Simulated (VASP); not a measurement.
# Rh (P6_3/mmc) in VASP: further runs

The runs below take Rh through single point, with LDA.

All numbers are computed with VASP 6.6.1; they aren't measurements. Logs are shortened: lines on timing, memory, paths and dates and some standing lists are left out, and cuts for length are marked.

### Step 1. The cell of the first run

Symmetry: P6_3/mmc, No. 194, hexagonal system. Conventional cell: a = 2.737 Å, b = 2.737 Å, c = 8.898 Å, α = 90.00°, β = 90.00°, γ = 120.00°. Within 3.6 Å of Rh (site symmetry -3m) lie 12 Rh at 2.73 to 2.74 Å. Rh (site symmetry -6m2) has 12 Rh at 2.73 to 2.74 Å within 3.6 Å.

This isn't the form of Rh at room conditions, which is fcc.

### Step 2. Single point, LDA

Contents of INCAR:

```
  ALGO = Fast
  EDIFF = 1E-6
  ENCUT = 520
  GGA = CA
  ISIF = 2
  ISMEAR = 0
  LASPH = True
  LCHARG = False
  LREAL = False
  LWAVE = False
  NBANDS = 38
  NELM = 100
  PREC = Accurate
  SIGMA = 0.15
```

Contents of KPOINTS:

```
k-points
0
Gamma
  18 18 6
```

Contents of POSCAR:

```
Rh
1.0
    2.7370000000      0.0000000000      0.0000000000
   -1.3685000000      2.3703115302      0.0000000000
    0.0000000000      0.0000000000      8.8980000000
Rh
4
Direct
    0.0000000000      0.0000000000      0.0000000000
    0.3333333333      0.6666666667      0.2500000000
    0.0000000000      0.0000000000      0.5000000000
    0.6666666667      0.3333333333      0.7500000000
```

Potentials or basis: VASP PAW LDA potentials, release 64 (Rh_pv).

Run with:

```
$ cat potpaw_LDA.64/Rh_pv/POTCAR > POTCAR
$ mpirun -np 1 vasp_std > vasp.out
```

OUTCAR:

```text
EDIFF = 1E-6
   ENCUT = 520
   GGA = CA
   ISIF = 2
   ISMEAR = 0
   LASPH = True
   LREAL = False
   NELM = 100
   PREC = Accurate

 ion  position               nearest neighbor table
   1  0.000  0.000  0.000-   2 2.73   4 2.73   4 2.73   2 2.73   4 2.73   2 2.73
   2  0.333  0.667  0.250-   1 2.73   3 2.73   1 2.73   3 2.73   1 2.73   3 2.73
   3  0.000  0.000  0.500-   2 2.73   4 2.73   4 2.73   2 2.73   4 2.73   2 2.73
   4  0.667  0.333  0.750-   1 2.73   3 2.73   1 2.73   3 2.73   1 2.73   3 2.73

  LATTYP: Found a hexagonal cell.
 ALAT       =     2.7370000000
 C/A-ratio  =     3.2510047497

  Lattice vectors:

 A1 = (   2.7370000000,   0.0000000000,   0.0000000000)
 A2 = (  -1.3685000000,   2.3703115302,   0.0000000000)
 A3 = (   0.0000000000,   0.0000000000,   8.8980000000)

Analysis of symmetry for initial positions (statically):
=====================================================================
 Subroutine PRICEL returns:
 Original cell was already a primitive cell.

 Routine SETGRP: Setting up the symmetry group for a
 hexagonal supercell.

 Subroutine GETGRP returns: Found 24 space group operations
 (whereof 12 operations were pure point group operations)
 out of a pool of 24 trial point group operations.

The static configuration has the point symmetry D_3d.
 The point group associated with its full space group is D_6h.

Analysis of symmetry for dynamics (positions and initial velocities):
=====================================================================
 Subroutine PRICEL returns:
 Original cell was already a primitive cell.

 Routine SETGRP: Setting up the symmetry group for a
 hexagonal supercell.

 Subroutine GETGRP returns: Found 24 space group operations
 (whereof 12 operations were pure point group operations)
 out of a pool of 24 trial point group operations.

The dynamic configuration has the point symmetry D_3d.
 The point group associated with its full space group is D_6h.

 Subroutine INISYM returns: Found 24 space group operations
 (whereof 12 operations are pure point group operations),
 and found     1 'primitive' translations

----------------------------------------------------------------------------------------

                                     Primitive cell

  volume of cell :      57.7262

  direct lattice vectors                    reciprocal lattice vectors
     2.737000000  0.000000000  0.000000000     0.365363537  0.210942736  0.000000000
    -1.368500000  2.370311530  0.000000000     0.000000000  0.421885473  0.000000000
     0.000000000  0.000000000  8.898000000     0.000000000  0.000000000  0.112384806

  length of vectors
     2.737000000  2.737000000  8.898000000     0.421885473  0.421885473  0.112384806

  position of ions in fractional coordinates (direct lattice)
     0.000000000  0.000000000  0.000000000
     0.333333333  0.666666667  0.250000000
     0.000000000  0.000000000  0.500000000
     0.666666667  0.333333333  0.750000000

  ion indices of the primitive-cell ions
   primitive index   ion index
                 1           1
                 2           2
                 3           3
                 4           4

----------------------------------------------------------------------------------------

 KPOINTS: k-points

Automatic generation of k-mesh.
 Grid dimensions read from file:
 generate k-points for:   18   18    6

 Generating k-lattice:

  Cartesian coordinates                     Fractional coordinates (reciprocal lattice)
     0.020297974  0.011719041  0.000000000     0.055555556  0.000000000  0.000000000
     0.000000000  0.023438082  0.000000000     0.000000000  0.055555556  0.000000000
     0.000000000  0.000000000  0.018730801     0.000000000  0.000000000  0.166666667

  Length of vectors
     0.023438082  0.023438082  0.018730801

  Shift w.r.t. Gamma in fractional coordinates (k-lattice)
     0.000000000  0.000000000  0.000000000

 Subroutine IBZKPT returns following result:
 ===========================================

 Found    148 irreducible k-points:

 Following reciprocal coordinates:
            Coordinates               Weight
  0.000000  0.000000  0.000000      1.000000
  0.055556  0.000000  0.000000      6.000000
  0.111111  0.000000  0.000000      6.000000
  0.166667  0.000000  0.000000      6.000000
  0.222222  0.000000  0.000000      6.000000
  0.277778  0.000000  0.000000      6.000000
[... 16 lines left out ...]
  0.333333  0.111111  0.000000     12.000000
  0.388889  0.111111  0.000000     12.000000
 [... further k-points ...]
   k-points           NKPTS =    148   k-points in BZ     NKDIM =    148   number of bands    NBANDS=     38
   number of dos      NEDOS =    301   number of ions     NIONS =      4
   total plane-waves  NPLWV =  28000
   dimension x,y,z NGX =    20 NGY =   20 NGZ =   70
   dimension x,y,z NGXF=    40 NGYF=   40 NGZF=  140
   ions per type =               4
   NGX,Y,Z   is equivalent  to a cutoff of  12.15, 12.15, 13.08 a.u.
   NGXF,Y,Z  is equivalent  to a cutoff of  24.30, 24.30, 26.16 a.u.
 SYSTEM =  unknown system
   PREC   = accura    normal or accurate (medium, high low for compatibility)
   ISTART =      0    job   : 0-new  1-cont  2-samecut
   ICHARG =      2    charge: 1-file 2-atom 10-const
   ISPIN  =      1    spin polarized calculation?
   LNONCOLLINEAR =      F non collinear calculations
   LSORBIT =      F    spin-orbit coupling
   LASPH  =      T    aspherical Exc in radial PAW
   ENCUT  =  520.0 eV  38.22 Ry    6.18 a.u.   5.09  5.09 16.54*2*pi/ulx,y,z
   NELM   =    100;   NELMIN=  2; NELMDL= -5     # of ELM steps
   EDIFF  = 0.1E-05   stopping-criterion for ELM
   LREAL  =      F    real-space projection
   EDIFFG = 0.1E-04   stopping-criterion for IOM
   NSW    =      0    number of steps for IOM
   IBRION =     -1    ionic relax: 0-MD 1-quasi-New 2-CG
   NFREE  =      0    steps in history (QN), initial steepest desc. (CG)
   ISIF   =      2    stress and relaxation
   ISYM   =      2    0-nonsym 1-usesym 2-fastsym
   POTIM  = 0.5000    time-step for ionic-motion
   TEBEG  =    0.0;   TEEND  =   0.0 temperature during run
   PSTRESS=    0.0 pullay stress
   NELECT =      60.0000    total number of electrons
   NUPDOWN=      -1.0000    fix difference up-down
   EMIN   =  10.00;   EMAX   =-10.00  energy-range for DOS
   EFERMI =   0.00;   METHOD = LEGACY
   ISMEAR =     0;   SIGMA  =   0.15  broadening in eV -4-tet -1-fermi 0-gaus
   EFERMI_NEDOS =   21; number of points for ismear=-14 and -15
   IALGO  =     68    algorithm
   IMIX   =      4    mixing-type and parameters
     AMIX     =   0.40;   BMIX     =  1.00
     AMIX_MAG =   1.60;   BMIX_MAG =  1.00
  volume/ion in A,a.u.               =      14.43        97.39
  Fermi-wavevector in a.u.,A,eV,Ry     =   1.658318  3.133766 37.416256  2.750017
  Thomas-Fermi vector in A             =   2.745919
   LORBIT       =      0    0 simple, 1 ext, 2 COOP (PROOUT), +10 PAW based schemes
   GGA     = CA    functional components
   LHFCALC =     F    Hartree Fock is set to
   AEXX    =    0.0000 exact exchange contribution
   IVDW    =     0    specifies the selected vdW correction
   LEPSILON=     F    determine dielectric tensor
   LRPA    =     F    only Hartree local field effects (RPA)
 non-spin polarized calculation
 RMM-DIIS sequential band-by-band and
 Gauss-broadening in eV      SIGMA  =   0.15
  energy-cutoff  :      520.00
  volume of cell :       57.73
 maximum number of plane-waves:      1574
   NGX = 11   NGY = 11   NGZ = 33

 number of electron      59.9999999 magnetization

 Free energy of the ion-electron system (eV)
  ---------------------------------------------------
  ext. energy  EPLUGINS =         0.00000000
  ---------------------------------------------------
  free energy    TOTEN  =       -34.35931612 eV

  energy without entropy =      -34.28978425  energy(sigma->0) =      -34.32455019

 E-fermi :  10.8598     XC(G=0): -14.0449

 val. band max:       10.8546902510   @ k =   0.2222   0.1667   0.3333
 cond. band min:      10.8617899157   @ k =   0.3889   0.1667   0.0000
 fundamental gap:      0.0070996647
 Fermi energy:        10.8597735294

 k-point     1 :       0.0000    0.0000    0.0000
  band No.  band energies     occupation
      1     -35.8827      2.00000
      2     -35.5709      2.00000
      3     -35.5676      2.00000
      4     -35.3353      2.00000
      5     -35.3353      2.00000
      6     -35.2994      2.00000
[... 30 lines left out ...]
     37      18.9686      0.00000
     38      25.1187      0.00000

 k-point     2 :       0.0556    0.0000    0.0000
  band No.  band energies     occupation
      1     -35.8765      2.00000
      2     -35.5724      2.00000
      3     -35.5694      2.00000
      4     -35.3496      2.00000
      5     -35.3399      2.00000
      6     -35.3101      2.00000
[... 30 lines left out ...]
     37      18.9537      0.00000
     38      25.2297      0.00000

 k-point     3 :       0.1111    0.0000    0.0000
  band No.  band energies     occupation
      1     -35.8584      2.00000
      2     -35.5785      2.00000
      3     -35.5770      2.00000
      4     -35.3898      2.00000
      5     -35.3530      2.00000
      6     -35.3403      2.00000
[... 30 lines left out ...]
     37      18.9145      0.00000
     38      25.5175      0.00000

 k-point     4 :       0.1667    0.0000    0.0000
  band No.  band energies     occupation
      1     -35.8298      2.00000
      2     -35.5967      2.00000
      3     -35.5940      2.00000
      4     -35.4495      2.00000
      5     -35.3874      2.00000
      6     -35.3727      2.00000
[... 30 lines left out ...]
     37      18.8686      0.00000
     38      25.7567      0.00000
[... 703 lines left out ...]
      4     -35.6578      2.00000
      5     -35.6299      2.00000
      6     -35.4766      2.00000
[... 30 lines left out ...]
     37      19.1616      0.00000
     38      21.1031      0.00000

 k-point    23 :       0.3333    0.1111    0.0000
  band No.  band energies     occupation
      1     -35.8070      2.00000
      2     -35.7867      2.00000
      3     -35.7088      2.00000
      4     -35.6797      2.00000
      5     -35.6275      2.00000
      6     -35.4934      2.00000
[... 30 lines left out ...]
     37      19.9079      0.00000
     38      20.1313      0.00000

 k-point    24 :       0.3889    0.1111    0.0000
  band No.  band energies     occupation
      1     -35.8402      2.00000
      2     -35.8155      2.00000
      3     -35.7427      2.00000
      4     -35.7109      2.00000
      5     -35.5805      2.00000
      6     -35.5053      2.00000
[... 30 lines left out ...]
     37      19.8170      0.00000
     38      19.8678      0.00000

 [... further k-points ...]

------------------------ aborting loop because EDIFF is reached ----------------------------------------

  FORCE on cell =-STRESS in cart. coord.  units (eV):
  Direction    XX          YY          ZZ          XY          YZ          ZX
  --------------------------------------------------------------------------------------
  -------------------------------------------------------------------------------------
  Total       -7.6567074     -7.6567074     -7.4042522     -0.0000000      0.0000000      0.0000000
  in kB     -212.5103099   -212.5103099   -205.5034678     -0.0000000      0.0000000      0.0000000
  external PRESSURE =    -210.1746959 kB  Pullay stress =       0.0000000 kB

 VOLUME and BASIS-vectors are now :
 -----------------------------------------------------------------------------
  energy-cutoff  :      520.00
  volume of cell :       57.73
      direct lattice vectors                 reciprocal lattice vectors
     2.737000000  0.000000000  0.000000000     0.365363537  0.210942736  0.000000000
    -1.368500000  2.370311530  0.000000000     0.000000000  0.421885473  0.000000000
     0.000000000  0.000000000  8.898000000     0.000000000  0.000000000  0.112384806

 POSITION                                       TOTAL-FORCE (eV/Angst)
 -----------------------------------------------------------------------------------
      0.00000      0.00000      0.00000        -0.000000      0.000000      0.000000
     -0.00000      1.58021      2.22450         0.000000     -0.000000      0.000000
      0.00000      0.00000      4.44900        -0.000000      0.000000      0.000000
      1.36850      0.79010      6.67350        -0.000000      0.000000     -0.000000
 -----------------------------------------------------------------------------------
    total drift:                                0.000000     -0.000000      0.000000

  FREE ENERGIE OF THE ION-ELECTRON SYSTEM (eV)
  ---------------------------------------------------
  free  energy   TOTEN  =       -34.3593161165 eV

  energy  without entropy=      -34.2897842538  energy(sigma->0) =      -34.32455019
```

Wall time 4.2 min (1 thread of Intel Xeon Platinum 8259CL at 2.50GHz (Skylake/Cascade Lake), shared host); peak memory 0.31 GiB.

What came out:

```yaml
Free_energy: -34.3593 eV
Pressure: -21.0 GPa
Band_gap_on_the_k_mesh: zero (bands 30 and 31 overlap by 1.84 eV)
```

Caveat: the cell stands under tension.

### Step 3. Single point, LDA

This run uses another cell than the first one, of 14.52 Å³/atom.

Contents of INCAR:

```
PREC = Accurate ; ENCUT = 520
EDIFF = 1E-7 ; ISMEAR = 0
SIGMA = 0.15 ; LREAL = F
LASPH = T ; NELM = 60
ALGO = Fast ; ISIF = 2
LWAVE = F ; LCHARG = T
GGA = CA ; LELF = T
LVHAR = T ; NBANDS = 38
```

Contents of KPOINTS:

```
regular mesh
0
Gamma
  18 18 6
```

Contents of POSCAR:

```
Rh
1.0
    2.7104000000      0.0000000000      0.0000000000
   -1.3552000000      2.3472752544      0.0000000000
    0.0000000000      0.0000000000      9.1291000000
Rh
4
Direct
    0.0000000000      0.0000000000      0.0000000000
    0.3333333333      0.6666666667      0.2500000000
    0.0000000000      0.0000000000      0.5000000000
    0.6666666667      0.3333333333      0.7500000000
```

Potentials or basis: VASP PAW LDA potentials, release 64 (Rh_pv).

Run with:

```
$ cat potpaw_LDA.64/Rh_pv/POTCAR > POTCAR
$ mpirun -np 1 vasp_std > vasp.out
```

Run time: 4.6 min. Hardware: 1 thread of Intel Xeon Platinum 8259CL at 2.50GHz (Skylake/Cascade Lake), shared host; peak memory 0.32 GiB.

The run converged. Its results:

```yaml
Free_energy: -34.2775 eV
Pressure: -22.0 GPa
Band_gap_on_the_k_mesh: zero (bands 30 and 31 overlap by 1.85 eV)
```

Stress tensor (GPa, compression positive):
```
-19.06   0.00   0.00
  0.00 -19.06   0.00
  0.00   0.00 -27.78
```

Levels at points of the mesh, in eV from the Fermi level:
```tsv
k point	band 26	band 27	band 28	band 29	band 30	band 31	band 32	band 33	band 34	band 35
(0.00, 0.00, 0.00)	-2.46	-2.46	-1.21	-1.21	-0.66	-0.66	-0.31	-0.31	0.36	0.36
(0.50, 0.00, 0.00)	0.49	0.50	0.64	0.72	0.77	0.79	0.85	1.32	2.25	4.13
(0.00, 0.00, 0.50)	-2.61	-1.25	-1.25	-0.96	-0.96	-0.96	-0.96	0.08	0.08	0.08
(0.50, 0.00, 0.50)	-0.92	-0.11	-0.11	0.67	0.67	0.83	0.83	2.77	2.77	4.08
```

Caveat: the cell stands under tension.

### Step 4. Single point, LDA

This run uses another cell than the first one, of 14.60 Å³/atom.

Contents of INCAR:

```
SYSTEM = Rh
PREC = Accurate
ENCUT = 520
EDIFF = 1E-6
ISMEAR = 0
SIGMA = 0.15
LREAL = .FALSE.
LASPH = .TRUE.
NELM = 80
ALGO = Fast
ISIF = 2
LWAVE = .FALSE.
LCHARG = .FALSE.
NBANDS = 38
```

Contents of KPOINTS:

```
regular mesh
0
G
  18 18 6
  0 0 0
```

Contents of POSCAR:

```
Rh
1.0
    2.6838000000      0.0000000000      0.0000000000
   -1.3419000000      2.3242389787      0.0000000000
    0.0000000000      0.0000000000      9.3602000000
Rh
4
Direct
    0.0000000000      0.0000000000      0.0000000000
    0.3333333333      0.6666666667      0.2500000000
    0.0000000000      0.0000000000      0.5000000000
    0.6666666667      0.3333333333      0.7500000000
```

Run with:

```
$ cat potpaw_LDA.64/Rh_pv/POTCAR > POTCAR
$ mpirun -np 1 vasp_std > vasp.out
```

Run time: 3.8 min. Hardware: 1 thread of Intel Xeon Platinum 8259CL at 2.50GHz (Skylake/Cascade Lake), shared host; peak memory 0.32 GiB.

The run converged. Its results:

- Free energy: -34.1240 eV
- Pressure: -21.9 GPa
- Band gap on the k mesh: zero (bands 30 and 31 overlap by 1.91 eV)

Stress tensor (GPa, compression positive):
```
-16.00   0.00   0.00
  0.00 -16.00   0.00
  0.00   0.00 -33.63
```

Levels at points of the mesh, in eV from the Fermi level:
```tsv
k point	band 27	band 28	band 29	band 30	band 31	band 32	band 33	band 34
(0.00, 0.00, 0.00)	-2.46	-1.03	-1.03	-0.51	-0.51	-0.26	-0.26	0.18
(0.50, 0.00, 0.00)	0.43	0.74	0.80	0.87	0.90	0.97	1.43	2.31
(0.00, 0.00, 0.50)	-1.42	-1.42	-0.83	-0.83	-0.83	-0.83	0.12	0.12
(0.50, 0.00, 0.50)	-0.11	-0.11	0.82	0.82	0.95	0.95	2.81	2.81
```

Caveat: the cell stands under tension.

### Step 5. Single point, LDA

This run uses another cell than the first one, of 14.81 Å³/atom.

Contents of INCAR:

```
SYSTEM = Rh
  ALGO = Fast
  EDIFF = 1E-6
  ENCUT = 520
  GGA = CA
  ISIF = 2
  ISMEAR = 0
  LASPH = .True.
  LCHARG = .False.
  LREAL = .False.
  LWAVE = .False.
  NBANDS = 38
  NELM = 60
  PREC = Accurate
  SIGMA = 0.15
```

Contents of KPOINTS:

```
k-points
0
Gamma
  18 18 6
  0 0 0
```

Contents of POSCAR:

```
Rh
1.0
    2.7370000000      0.0000000000      0.0000000000
   -1.3685000000      2.3703115302      0.0000000000
    0.0000000000      0.0000000000      9.1291000000
Rh
4
Direct
    0.0000000000      0.0000000000      0.0000000000
    0.3333333333      0.6666666667      0.2500000000
    0.0000000000      0.0000000000      0.5000000000
    0.6666666667      0.3333333333      0.7500000000
```

Run with:

```
$ cat potpaw_LDA.64/Rh_pv/POTCAR > POTCAR
$ mpirun -np 1 vasp_std > vasp.out
```

Run time: 3.6 min. Hardware: 1 thread of Intel Xeon Platinum 8259CL at 2.50GHz (Skylake/Cascade Lake), shared host; peak memory 0.32 GiB.

It converged, with:

```
Free energy            : -34.1249 eV
Pressure               : -25.6 GPa
Band gap on the k mesh : zero (bands 30 and 31 overlap by 1.79 eV)
```

Stress tensor (GPa, compression positive):
```
-23.74   0.00   0.00
  0.00 -23.74   0.00
  0.00   0.00 -29.36
```

Levels at points of the mesh, in eV from the Fermi level:
| k point | band 28 | band 29 | band 30 | band 31 | band 32 | band 33 |
| --- | --- | --- | --- | --- | --- | --- |
| (0.00, 0.00, 0.00) | -1.21 | -1.21 | -0.68 | -0.68 | -0.31 | -0.31 |
| (0.50, 0.00, 0.00) | 0.58 | 0.66 | 0.74 | 0.75 | 0.79 | 1.30 |
| (0.00, 0.00, 0.50) | -1.14 | -0.96 | -0.96 | -0.96 | -0.96 | 0.07 |
| (0.50, 0.00, 0.50) | -0.10 | 0.60 | 0.60 | 0.77 | 0.77 | 2.71 |

Caveat: the cell stands under tension.

### Step 6. The runs side by side

| cell | further INCAR settings | gap on the mesh (eV) | pressure (GPa) |
| --- | --- | --- | --- |
| a = 2.737, b = 2.737, c = 8.898 Å, angles 90.0, 90.0, 120.0°, 4 atoms | ALGO = Fast; EDIFF = 1e-06; NBANDS = 38 | none | -21.0 |
| a = 2.710, b = 2.710, c = 9.129 Å, angles 90.0, 90.0, 120.0°, 4 atoms | ALGO = Fast; EDIFF = 1e-07; NBANDS = 38 | none | -22.0 |
| a = 2.684, b = 2.684, c = 9.360 Å, angles 90.0, 90.0, 120.0°, 4 atoms | ALGO = Fast; EDIFF = 1e-06; NBANDS = 38 | none | -21.9 |
| a = 2.737, b = 2.737, c = 9.129 Å, angles 90.0, 90.0, 120.0°, 4 atoms | ALGO = Fast; EDIFF = 1e-06; NBANDS = 38 | none | -25.6 |

Alike in all rows: task single point; level LDA; potentials or basis VASP PAW LDA potentials, release 64 (Rh_pv); no spin polarisation; k mesh 18 × 18 × 6; cutoff (eV) 520; smearing gaussian 0.15 eV.

Caveats: the cell stands under tension.

Total energies depend on the potentials used, so only differences within one code and one set of settings carry meaning.
